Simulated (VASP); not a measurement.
Wanted: the native input for a VASP 6.6.1 run.

```yaml
Task: single point
Functional: LDA
Potentials_or_basis: VASP PAW LDA potentials, release 64 (B, N)
Cutoff: 520 eV
k_mesh: 8 × 8 × 4
Occupations: methfessel-paxton, width 0.02 eV
Spin: no spin polarisation
Dipole_correction: no
Further_INCAR_settings: ALGO = Normal; EDIFF = 1e-07; NBANDS = 16
```

The structure of BN lies in POSCAR:

```
BN
1.0
    2.5360000000      0.0000000000      0.0000000000
   -1.2680000000      2.1962400000      0.0000000000
    0.0000000000      0.0000000000      4.1990000000
B N
2 2
Direct
    0.6666666667      0.3333333333      0.0000000000
    0.3333333333      0.6666666667      0.5000000000
    0.6666666667      0.3333333333      0.3750000000
    0.3333333333      0.6666666667      0.8750000000
```

These files were run (other wordings do the same):

INCAR

```
SYSTEM = BN
PREC = Accurate
ENCUT = 520
EDIFF = 1E-7
ISMEAR = 1
SIGMA = 0.02
LREAL = .False.
LASPH = .True.
NELM = 100
ALGO = Normal
ISIF = 2
LWAVE = .False.
LCHARG = .False.
NBANDS = 16
```

KPOINTS

```
regular mesh
0
Gamma
  8 8 4
  0 0 0
```

Potentials or basis: VASP PAW LDA potentials, release 64 (B, N).

Run with:

```console
$ cat potpaw_LDA.64/B/POTCAR potpaw_LDA.64/N/POTCAR > POTCAR
$ mpirun -np 1 vasp_std > vasp.out
```

It gave:

```yaml
Pressure: -5.2 GPa
Largest_force: 0.049 eV/Å
Band_gap_on_the_k_mesh: 5.29 eV, indirect (least direct gap 8.23 eV)
```

Wall time 14 s on 1 thread of Intel Xeon 8259CL, with other jobs on the host, peak memory 0.13 GiB.
